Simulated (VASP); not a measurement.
A run of VASP 6.6.1:

File INCAR:

```
SYSTEM = Si3N4
PREC = Accurate
ENCUT = 520
EDIFF = 1E-7
ISMEAR = 0
SIGMA = 0.1
LREAL = .FALSE.
LASPH = .TRUE.
NELM = 80
ALGO = Normal
ISIF = 2
LWAVE = .FALSE.
LCHARG = .FALSE.
GGA = PE
NBANDS = 25
```

KPOINTS

```
regular mesh
0
G
  4 4 4
  0 0 0
```

The input POSCAR:

```
Si3N4
1.0
    4.1318986109      0.0000000000      0.0000000000
    0.0000000000      4.1318986109      0.0000000000
    0.0000000000      0.0000000000      4.1318986109
Si N
3 4
Direct
    0.0000000000      0.0000000000      0.5000000000
    0.0000000000      0.5000000000      0.0000000000
    0.5000000000      0.0000000000      0.0000000000
    0.2394986760      0.2394986760      0.2394986760
    0.2394986760      0.7605013240      0.7605013240
    0.7605013240      0.2394986760      0.7605013240
    0.7605013240      0.7605013240      0.2394986760
```

Potentials or basis: VASP PAW PBE potentials, release 64 (Si, N).

Launch:

```sh
$ cat potpaw_PBE.64/Si/POTCAR potpaw_PBE.64/N/POTCAR > POTCAR
$ mpirun -np 1 vasp_std > vasp.out
```

Hardware: 1 thread of Intel(R) Xeon(R) Platinum 8488C (Sapphire Rapids) (shared host).

Estimate the wall time of this run.

Wall time 13 s on 1 thread of Intel(R) Xeon(R) Platinum 8488C (Sapphire Rapids), with other jobs on the host, peak memory 0.17 GiB. Counts: scf iterations 14, k points 10.
